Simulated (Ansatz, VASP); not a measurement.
**CuI in VASP and in Ansatz**

File POSCAR:

```
CuI
1.0
    0.0000000000      3.0315000000      3.0315000000
    3.0315000000      0.0000000000      3.0315000000
    3.0315000000      3.0315000000      0.0000000000
I Cu
1 1
Direct
    0.0000000000      0.0000000000      0.0000000000
    0.7500000000      0.7500000000      0.7500000000
```

Contents of INCAR.step1:

```
ALGO = Normal ; EDIFF = 1E-5
ENCUT = 600 ; GGA = PE
ISMEAR = -1 ; LASPH = True
LCHARG = False ; LREAL = False
LWAVE = True ; NBANDS = 16
NELM = 100 ; PREC = Accurate
SIGMA = 0.05
```

INCAR.step2

```
AEXX = 0.2 ; AGGAC = 0.81
AGGAX = 0.72 ; ALDAC = 0.19
ALGO = Normal ; EDIFF = 1E-6
EDIFFG = -0.01 ; ENCUT = 600
GGA = B3 ; IBRION = 2
ISIF = 3 ; ISMEAR = -1
ISTART = 1 ; LASPH = True
LCHARG = False ; LHFCALC = True
LREAL = False ; LWAVE = False
NELM = 100 ; NSW = 60
PREC = Accurate ; PRECFOCK = Normal
SIGMA = 0.05
```

The input KPOINTS:

```
k-points
0
Gamma
  4 4 4
```

The input input.yaml:

```yaml
crystal:
  lattice:
    - [0.0, 3.0315, 3.0315]
    - [3.0315, 0.0, 3.0315]
    - [3.0315, 3.0315, 0.0]
  atoms:
    - { symbol: I, position: [0.0, 0.0, 0.0] }
    - { symbol: Cu, position: [0.75, 0.75, 0.75] }
hamiltonian:
  xc: b3lyp
  pseudopotentials: { kind: paw }
kpoints:
  mp_grid: { grid: [4, 4, 4] }
scf:
  occupations: { method: fermi_dirac, width: 0.05 }
output:
  forces: true
  stress: true
  write_density: true
  write_potential: true
  elf: true
  volumetric_format: npy
relax:
  f_tol: 0.01
  max_steps: 40
  cell: { stress_tol: 0.05 }
```

Alike in both runs: task relaxation of cell and atoms; functional B3LYP; k mesh 4 × 4 × 4; occupations fermi-dirac, width 0.05 eV; no spin polarisation.

|  | VASP | Ansatz |
| --- | --- | --- |
| version | VASP 6.6.1 | Ansatz 0.2.0 |
| potentials or method | VASP PAW PBE potentials, release 64 (I, Cu) | Ansatz PAW |
| plane-wave cutoff (eV) | 600 | 420 |
| valence electrons in the cell | 18 | 36 |

```tsv
	VASP	Ansatz	Ansatz less VASP
gap on the k mesh at the Fermi level, each at its own relaxed structure (eV)	2.78	2.75	-0.024
relaxed volume (Å³/atom)	30.22	30.36	+0.140
relaxed length of the cell vector where the two differ most in proportion (Å)	4.405	4.412	+0.0068
```

VASP's potentials were made for PBE, not for B3LYP. VASP's potentials hold 18 valence electrons a cell and Ansatz's 36, so a difference there can come from the potentials and not from the codes.

The k mesh is coarse, so the values compare programs but aren't converged. Spin-orbit coupling is off throughout. Noted on Ansatz's run: the plane-wave basis is chosen anew once the cell has moved, so the energies of steps on either side of that aren't comparable.
